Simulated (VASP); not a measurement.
Wanted: the native input for a VASP 6.6.1 run.

- Task: single point
- Functional: LDA
- Potentials or basis: VASP PAW LDA potentials, release 64 (Cu_sv_GW)
- Cutoff: 820 eV
- k mesh: 12 × 12 × 4
- Occupations: fermi-dirac, width 0.05 eV
- Spin: no spin polarisation
- Dipole correction: no
- Further INCAR settings: ALGO = Normal; EDIFF = 1e-06; NBANDS = 46

The structure of Cu lies in POSCAR:

```
Cu
1.0
    2.4791012850      0.0000000000      0.0000000000
   -1.2395506425      2.1469646914      0.0000000000
    0.0000000000      0.0000000000      8.0931592851
Cu
4
Direct
    0.6666666667      0.3333333333      0.7500000000
    0.0000000000      0.0000000000      0.5000000000
    0.3333333333      0.6666666667      0.2500000000
    0.0000000000      0.0000000000      0.0000000000
```

This isn't the form of Cu at room conditions, which is fcc.

These files were run (other wordings do the same):

INCAR

```
SYSTEM = Cu
PREC = Accurate
ENCUT = 820
EDIFF = 1E-6
ISMEAR = -1
SIGMA = 0.05
LREAL = .False.
LASPH = .True.
NELM = 120
ALGO = Normal
ISIF = 2
LWAVE = .False.
LCHARG = .True.
LELF = .True.
LVHAR = .True.
NBANDS = 46
GGA_COMPAT = .False.
```

KPOINTS

```
Automatic mesh
0
Gamma
  12 12 4
  0 0 0
```

Potentials or basis: VASP PAW LDA potentials, release 64 (Cu_sv_GW).

Launch:

```sh
$ cat potpaw_LDA.64/Cu_sv_GW/POTCAR > POTCAR
$ mpirun -np 1 vasp_std > vasp.out
```

Results of the run:

```
Pressure               : 0.3 GPa
Band gap on the k mesh : zero (bands 38 and 39 overlap by 5.43 eV)
```

It took 3.3 min on 1 thread of Intel(R) Xeon(R) Platinum 8259CL CPU @ 2.50GHz (Skylake/Cascade Lake), on a shared host, peak memory 0.3 GiB.
